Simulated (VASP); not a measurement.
## LiF: vibrations by perturbation theory with LDA

Crystal: LiF.

```xyz
2
Lattice="0.0000 1.9674 1.9674 1.9674 0.0000 1.9674 1.9674 1.9674 0.0000" Properties=species:S:1:pos:R:3 pbc="T T T"
Li    0.0000    0.0000    0.0000
F     1.9674    1.9674    1.9674
```

This cell differs from its parent crystal: phonons at volume x 1.02.

- Program: VASP 6.6.1
- Task: vibrations by perturbation theory
- Functional: LDA
- Potentials or basis: VASP PAW LDA potentials, release 64 (Li_sv, F)
- Cutoff: 520 eV
- k mesh: 10 × 10 × 10
- Occupations: gaussian, width 0.01 eV
- Spin: no spin polarisation
- Dipole correction: no
- Further INCAR settings: ALGO = Normal; EDIFF = 1e-08; NBANDS = 12; IBRION = 8; NSW = 1

| Quantity | Value |
| --- | --- |
| Electronic dielectric tensor (diagonal) | 2.11 |
| Born charges (mean of the diagonal) | Li +1.04; F -1.04 e |
| Highest phonon frequency at Γ, LO-TO splitting left out | 328 cm⁻¹ |

Phonon frequencies in cm⁻¹ (negative: imaginary):
```csv
q point,frequencies
"(0.000, 0.000, 0.000)",-1 -1 -1 328 328 328
```

Electronic dielectric tensor:
```
2.11 0.00 0.00
0.00 2.11 0.00
0.00 0.00 2.11
```

Born effective charge tensors (e):
atom 1, Li
```
1.04 0.00 0.00
0.00 1.04 0.00
0.00 0.00 1.04
```
atom 2, F
```
-1.04  0.00  0.00
 0.00 -1.04  0.00
 0.00  0.00 -1.04
```

Run time: 96 s on 1 thread of Intel(R) Xeon(R) 6975P-C (Granite Rapids) (shared host), peak memory 0.16 GiB.

Caveat: the cell differs from its parent crystal (phonons at volume x 1.02); the cell wasn't relaxed at this level first, which shifts response properties.
